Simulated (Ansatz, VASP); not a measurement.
## MgSI in VASP and in Ansatz

The input INCAR:

```
SYSTEM = MgSI
PREC = Accurate
ENCUT = 600
EDIFF = 1E-6
ISMEAR = 0
SIGMA = 0.1
LREAL = .FALSE.
LASPH = .TRUE.
NELM = 100
ALGO = Normal
ISIF = 3
LWAVE = .FALSE.
LCHARG = .FALSE.
GGA = PE
IBRION = 2
NSW = 90
EDIFFG = -0.04
```

The input KPOINTS:

```
regular mesh
0
G
  4 4 4
  0 0 0
```

Contents of POSCAR:

```
MgSI
1.0
    4.3645922700      0.0000000000      0.0000000000
    0.0000000000      4.3645922700      0.0000000000
    0.0000000000      0.0000000000      4.4272009300
Mg S I
1 1 1
Direct
    0.0000000000      0.0000000000      0.0000000000
    0.5000000000      0.5000000000      0.0000000000
    0.5000000000      0.5000000000      0.5000000000
```

Input for Ansatz:

```yaml
crystal:
  lattice:
    - [4.36459227, 0.0, 0.0]
    - [0.0, 4.36459227, 0.0]
    - [0.0, 0.0, 4.42720093]
  atoms:
    - { symbol: Mg, position: [0.0, 0.0, 0.0] }
    - { symbol: S, position: [0.5, 0.5, 0.0] }
    - { symbol: I, position: [0.5, 0.5, 0.5] }
basis:
  ecutwfc: 420
kpoints:
  mp_grid: { grid: [4, 4, 4] }
hamiltonian:
  xc: pbe
scf:
  occupations: { method: gaussian, width: 0.1 }
  lower_state_search: "off"
output:
  forces: true
  stress: true
  eigenvalues: true
relax:
  adjacent_minimum: "off"
  f_tol: 0.04
  max_steps: 70
  cell: { stress_tol: 0.4 }
```

Change from the starting cell: species swapped into the YCoC type (P4/mmm, No. 123).

Alike in both runs: task relaxation of cell and atoms; functional PBE; k mesh 4 × 4 × 4; occupations gaussian, width 0.1 eV; no spin polarisation.

|  | VASP | Ansatz |
| --- | --- | --- |
| version | VASP 6.6.1 | Ansatz 0.2.0 |
| potentials or method | VASP PAW PBE potentials, release 64 (Mg, S, I), cutoff 600 eV | scalar-relativistic, plane waves, PAW |
| valence electrons in the cell | 15 | 33 |

Ansatz gave:

- gap on the k mesh at the Fermi level, each at its own relaxed structure (eV): none
- relaxed volume (Å³/atom): 37.33
- relaxed cell length with the largest relative difference (Å): 9.521

Q: Which values does VASP return?

A: gap on the k mesh at the Fermi level, each at its own relaxed structure (eV): none; relaxed volume (Å³/atom): 32.72; relaxed cell length with the largest relative difference (Å): 8.344.

A gap of «none» marks a metal or a gap that the smearing closes. One of these differences is far larger than is usual between the two programs; its cause wasn't traced. VASP's potentials hold 15 valence electrons a cell and Ansatz's 33, so a difference there can come from the potentials and not from the codes.

Spin-orbit coupling is off throughout. Noted on VASP's run: the volume moved by over 15 % at a fixed basis, so the end points are rough.
